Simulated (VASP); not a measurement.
# PbO (P4/nmm) in VASP: single point with PBEsol

Aim: the single point of PbO with PBEsol.

Program: VASP 6.6.1. These are calculated values, not measurements. Logs are shortened: lines on timing, memory, paths and dates and some standing lists are left out, and cuts for length are marked.

### 1 The cell of the first run

The structure is tetragonal, space group P4/nmm (No. 129). Conventional cell: a = 3.988 Å, b = 3.988 Å, c = 5.075 Å, α = 90.00°, β = 90.00°, γ = 90.00°. Pb (site symmetry 4mm) has 4 O at 2.32 Å within 3.1 Å. Within 3.1 Å of O (site symmetry -4m2) lie 4 Pb at 2.32 Å and 4 O at 2.82 Å.

### 2 Single point, PBEsol

Input file INCAR:

```
  PREC = Accurate
  ENCUT = 600
  EDIFF = 1E-6
  ISMEAR = 0
  SIGMA = 0.02
  LREAL = F
  LASPH = T
  NELM = 120
  ALGO = Normal
  ISIF = 2
  LWAVE = F
  LCHARG = T
  GGA = PS
  LELF = T
  LVHAR = T
  ISYM = 0
  NBANDS = 28
  GGA_COMPAT = F
```

Input file KPOINTS:

```
Automatic mesh
0
Gamma
  8 8 6
```

Input file POSCAR:

```
PbO
1.0
    3.9879609043      0.0000000000      0.0000000000
    0.0000000000      3.9879609043      0.0000000000
    0.0000000000      0.0000000000      5.0753363984
Pb O
2 2
Direct
    0.5000000000      0.0000000000      0.2333400086
    0.0000000000      0.5000000000      0.7666599914
    0.0000000000      0.0000000000      0.0000000000
    0.5000000000      0.5000000000      0.0000000000
```

Potentials or basis: VASP PAW PBE potentials, release 64 (Pb_d, O).

Command:

```bash
$ cat potpaw_PBE.64/Pb_d/POTCAR potpaw_PBE.64/O/POTCAR > POTCAR
$ mpirun -np 1 vasp_std > vasp.out
```

OUTCAR:

```text
PREC = Accurate
   ENCUT = 600
   EDIFF = 1E-6
   ISMEAR = 0
   LREAL = F
   LASPH = T
   NELM = 120
   ISIF = 2
   GGA = PS
   ISYM = 0

 ion  position               nearest neighbor table
   1  0.500  0.000  0.233-   3 2.32   4 2.32   4 2.32   3 2.32   2 3.68   2 3.68   2 3.68   2 3.68
                             2 3.91   2 3.91   2 3.91   2 3.91
   2  0.000  0.500  0.767-   3 2.32   4 2.32   3 2.32   4 2.32   1 3.68   1 3.68   1 3.68   1 3.68
                             1 3.91   1 3.91   1 3.91   1 3.91
   3  0.000  0.000  0.000-   1 2.32   2 2.32   2 2.32   1 2.32
   4  0.500  0.500  0.000-   1 2.32   2 2.32   1 2.32   2 2.32

IMPORTANT INFORMATION: All symmetrisations will be switched off!
NOSYMM: (Re-)initialisation of all symmetry stuff for point group C_1.

----------------------------------------------------------------------------------------

                                     Primitive cell

  volume of cell :      80.7173

  direct lattice vectors                    reciprocal lattice vectors
     3.987960904  0.000000000  0.000000000     0.250754715  0.000000000  0.000000000
     0.000000000  3.987960904  0.000000000     0.000000000  0.250754715  0.000000000
     0.000000000  0.000000000  5.075336398     0.000000000  0.000000000  0.197031275

  length of vectors
     3.987960904  3.987960904  5.075336398     0.250754715  0.250754715  0.197031275

  position of ions in fractional coordinates (direct lattice)
     0.500000000  0.000000000  0.233340009
     0.000000000  0.500000000  0.766659991
     0.000000000  0.000000000  0.000000000
     0.500000000  0.500000000  0.000000000

  ion indices of the primitive-cell ions
   primitive index   ion index
                 1           1
                 2           2
                 3           3
                 4           4

----------------------------------------------------------------------------------------

 KPOINTS: Automatic mesh

Automatic generation of k-mesh.
 Grid dimensions read from file:
 generate k-points for:    8    8    6

 Generating k-lattice:

  Cartesian coordinates                     Fractional coordinates (reciprocal lattice)
     0.031344339  0.000000000  0.000000000     0.125000000  0.000000000  0.000000000
     0.000000000  0.031344339  0.000000000     0.000000000  0.125000000  0.000000000
     0.000000000  0.000000000  0.032838546     0.000000000  0.000000000  0.166666667

  Length of vectors
     0.031344339  0.031344339  0.032838546

  Shift w.r.t. Gamma in fractional coordinates (k-lattice)
     0.000000000  0.000000000  0.000000000

 Subroutine IBZKPT returns following result:
 ===========================================

 Found    196 irreducible k-points:

 Following reciprocal coordinates:
            Coordinates               Weight
  0.000000  0.000000  0.000000      1.000000
  0.125000  0.000000  0.000000      2.000000
  0.000000  0.125000  0.000000      2.000000
  0.250000  0.000000  0.000000      2.000000
  0.000000  0.250000  0.000000      2.000000
  0.375000  0.000000  0.000000      2.000000
[... 16 lines left out ...]
 -0.250000  0.250000  0.000000      2.000000
  0.375000  0.250000  0.000000      2.000000
 [... further k-points ...]
   k-points           NKPTS =    196   k-points in BZ     NKDIM =    196   number of bands    NBANDS=     28
   number of dos      NEDOS =    301   number of ions     NIONS =      4
   total plane-waves  NPLWV =  43008
   dimension x,y,z NGX =    32 NGY =   32 NGZ =   42
   dimension x,y,z NGXF=    64 NGYF=   64 NGZF=   84
   ions per type =               2   2
   NGX,Y,Z   is equivalent  to a cutoff of  13.34, 13.34, 13.76 a.u.
   NGXF,Y,Z  is equivalent  to a cutoff of  26.68, 26.68, 27.51 a.u.
 SYSTEM =  unknown system
   PREC   = accura    normal or accurate (medium, high low for compatibility)
   ISTART =      0    job   : 0-new  1-cont  2-samecut
   ICHARG =      2    charge: 1-file 2-atom 10-const
   ISPIN  =      1    spin polarized calculation?
   LNONCOLLINEAR =      F non collinear calculations
   LSORBIT =      F    spin-orbit coupling
   LASPH  =      T    aspherical Exc in radial PAW
   ENCUT  =  600.0 eV  44.10 Ry    6.64 a.u.   7.96  7.96 10.14*2*pi/ulx,y,z
   NELM   =    120;   NELMIN=  2; NELMDL= -5     # of ELM steps
   EDIFF  = 0.1E-05   stopping-criterion for ELM
   LREAL  =      F    real-space projection
   EDIFFG = 0.1E-04   stopping-criterion for IOM
   NSW    =      0    number of steps for IOM
   IBRION =     -1    ionic relax: 0-MD 1-quasi-New 2-CG
   NFREE  =      0    steps in history (QN), initial steepest desc. (CG)
   ISIF   =      2    stress and relaxation
   ISYM   =      0    0-nonsym 1-usesym 2-fastsym
   POTIM  = 0.5000    time-step for ionic-motion
   TEBEG  =    0.0;   TEEND  =   0.0 temperature during run
   PSTRESS=    0.0 pullay stress
   NELECT =      40.0000    total number of electrons
   NUPDOWN=      -1.0000    fix difference up-down
   EMIN   =  10.00;   EMAX   =-10.00  energy-range for DOS
   EFERMI =   0.00;   METHOD = LEGACY
   ISMEAR =     0;   SIGMA  =   0.02  broadening in eV -4-tet -1-fermi 0-gaus
   EFERMI_NEDOS =   21; number of points for ismear=-14 and -15
   IALGO  =     38    algorithm
   IMIX   =      4    mixing-type and parameters
     AMIX     =   0.40;   BMIX     =  1.00
     AMIX_MAG =   1.60;   BMIX_MAG =  1.00
  volume/ion in A,a.u.               =      20.18       136.18
  Fermi-wavevector in a.u.,A,eV,Ry     =   1.295506  2.448151 22.835130  1.678335
  Thomas-Fermi vector in A             =   2.427021
   LORBIT       =      0    0 simple, 1 ext, 2 COOP (PROOUT), +10 PAW based schemes
   GGA     = PS    functional components
   LHFCALC =     F    Hartree Fock is set to
   AEXX    =    0.0000 exact exchange contribution
   IVDW    =     0    specifies the selected vdW correction
   LEPSILON=     F    determine dielectric tensor
   LRPA    =     F    only Hartree local field effects (RPA)
 non-spin polarized calculation
 Gauss-broadening in eV      SIGMA  =   0.02
  energy-cutoff  :      600.00
  volume of cell :       80.72
 maximum number of plane-waves:      2728
   NGX = 15   NGY = 15   NGZ = 21

 number of electron      39.9999995 magnetization

 Free energy of the ion-electron system (eV)
  ---------------------------------------------------
  ext. energy  EPLUGINS =         0.00000000
  ---------------------------------------------------
  free energy    TOTEN  =       -22.87916721 eV

  energy without entropy =      -22.87916721  energy(sigma->0) =      -22.87916721

 E-fermi :   4.9270     XC(G=0):  -9.9838

 val. band max:        4.8127470659   @ k =   0.1250   0.0000   0.0000
 cond. band min:       6.0500436840   @ k =   0.5000   0.5000   0.0000
 fundamental gap:      1.2372966182
 Fermi energy:         4.9270324405

 k-point     1 :       0.0000    0.0000    0.0000
  band No.  band energies     occupation
      1     -13.4928      2.00000
      2     -12.9471      2.00000
      3     -11.1160      2.00000
      4     -11.1160      2.00000
      5     -11.0512      2.00000
      6     -11.0375      2.00000
[... 20 lines left out ...]
     27      12.2904      0.00000
     28      12.8344      0.00000

 k-point     2 :       0.1250    0.0000    0.0000
  band No.  band energies     occupation
      1     -13.4586      2.00000
      2     -12.9579      2.00000
      3     -11.1090      2.00000
      4     -11.1064      2.00000
      5     -11.0400      2.00000
      6     -11.0283      2.00000
[... 20 lines left out ...]
     27      12.5204      0.00000
     28      13.8514      0.00000

 k-point     3 :       0.0000    0.1250    0.0000
  band No.  band energies     occupation
      1     -13.4586      2.00000
      2     -12.9579      2.00000
      3     -11.1090      2.00000
      4     -11.1064      2.00000
      5     -11.0400      2.00000
      6     -11.0283      2.00000
[... 20 lines left out ...]
     27      12.5204      0.00000
     28      13.8514      0.00000

 k-point     4 :       0.2500    0.0000    0.0000
  band No.  band energies     occupation
      1     -13.3693      2.00000
      2     -12.9933      2.00000
      3     -11.0893      2.00000
      4     -11.0800      2.00000
      5     -11.0072      2.00000
      6     -11.0036      2.00000
[... 20 lines left out ...]
     27      12.7933      0.00000
     28      15.6327      0.00000

 k-point     5 :       0.0000    0.2500    0.0000
  band No.  band energies     occupation
      1     -13.3693      2.00000
      2     -12.9933      2.00000
      3     -11.0893      2.00000
      4     -11.0800      2.00000
      5     -11.0072      2.00000
      6     -11.0036      2.00000
[... 20 lines left out ...]
     27      12.7933      0.00000
     28      15.6327      0.00000

 k-point     6 :       0.3750    0.0000    0.0000
  band No.  band energies     occupation
      1     -13.2560      2.00000
      2     -13.0568      2.00000
      3     -11.0613      2.00000
      4     -11.0459      2.00000
      5     -11.0016      2.00000
      6     -10.9957      2.00000
[... 463 lines left out ...]
      5     -11.0012      2.00000
      6     -11.0012      2.00000
[... 20 lines left out ...]
     27      13.9407      0.00000
     28      13.9407      0.00000

 k-point    22 :       0.2500    0.2500    0.0000
  band No.  band energies     occupation
      1     -13.2804      2.00000
      2     -13.0232      2.00000
      3     -11.0738      2.00000
      4     -11.0271      2.00000
      5     -10.9825      2.00000
      6     -10.9793      2.00000
[... 20 lines left out ...]
     27      13.5705      0.00000
     28      14.3224      0.00000

 k-point    23 :      -0.2500    0.2500    0.0000
  band No.  band energies     occupation
      1     -13.2804      2.00000
      2     -13.0232      2.00000
      3     -11.0738      2.00000
      4     -11.0271      2.00000
      5     -10.9825      2.00000
      6     -10.9793      2.00000
[... 20 lines left out ...]
     27      13.5705      0.00000
     28      14.3224      0.00000

 k-point    24 :       0.3750    0.2500    0.0000
  band No.  band energies     occupation
      1     -13.2017      2.00000
      2     -13.0662      2.00000
      3     -11.0349      2.00000
      4     -11.0116      2.00000
      5     -10.9938      2.00000
      6     -10.9741      2.00000
[... 20 lines left out ...]
     27      13.0524      0.00000
     28      13.9032      0.00000

 [... further k-points ...]
[... 5 lines left out ...]
  --------------------------------------------------------------------------------------
  -------------------------------------------------------------------------------------
  Total        0.0349297      0.0349254      0.0413209      0.0000010     -0.0000026     -0.0000024
  in kB        0.6933289      0.6932420      0.8201887      0.0000194     -0.0000507     -0.0000486
  external PRESSURE =       0.7355865 kB  Pullay stress =       0.0000000 kB

 VOLUME and BASIS-vectors are now :
 -----------------------------------------------------------------------------
  energy-cutoff  :      600.00
  volume of cell :       80.72
      direct lattice vectors                 reciprocal lattice vectors
     3.987960904  0.000000000  0.000000000     0.250754715  0.000000000  0.000000000
     0.000000000  3.987960904  0.000000000     0.000000000  0.250754715  0.000000000
     0.000000000  0.000000000  5.075336398     0.000000000  0.000000000  0.197031275

 POSITION                                       TOTAL-FORCE (eV/Angst)
 -----------------------------------------------------------------------------------
      1.99398      0.00000      1.18428         0.000000      0.000003      0.040544
      0.00000      1.99398      3.89106        -0.000001     -0.000002     -0.040545
      0.00000      0.00000      0.00000        -0.000001     -0.000001     -0.000000
      1.99398      1.99398      0.00000         0.000001     -0.000001      0.000002
 -----------------------------------------------------------------------------------
    total drift:                                0.000001      0.000005     -0.000004

  FREE ENERGIE OF THE ION-ELECTRON SYSTEM (eV)
  ---------------------------------------------------
  free  energy   TOTEN  =       -22.8791672054 eV

  energy  without entropy=      -22.8791672054  energy(sigma->0) =      -22.87916721
```

Run time: 9.5 min. Hardware: 1 thread of Intel Xeon 8259CL, shared host; peak memory 0.53 GiB.

What came out:

| Property | Result |
| --- | --- |
| Free energy | -22.8792 eV |
| Pressure | 0.1 GPa |
| Largest force | 0.041 eV/Å |
| Band gap on the k mesh | 1.24 eV (least direct gap 2.20 eV) |

Forces in eV/Å, atoms in the order of the input:
```
Pb   0.000  0.000  0.041
Pb   0.000  0.000 -0.041
O    0.000  0.000  0.000
O    0.000  0.000  0.000
```

Caveat: the PAW data sets were made with another functional, which shifts forces and pressure a little; spin-orbit coupling is left out, which moves the levels of the heavy elements. A k mesh can miss the band edges.
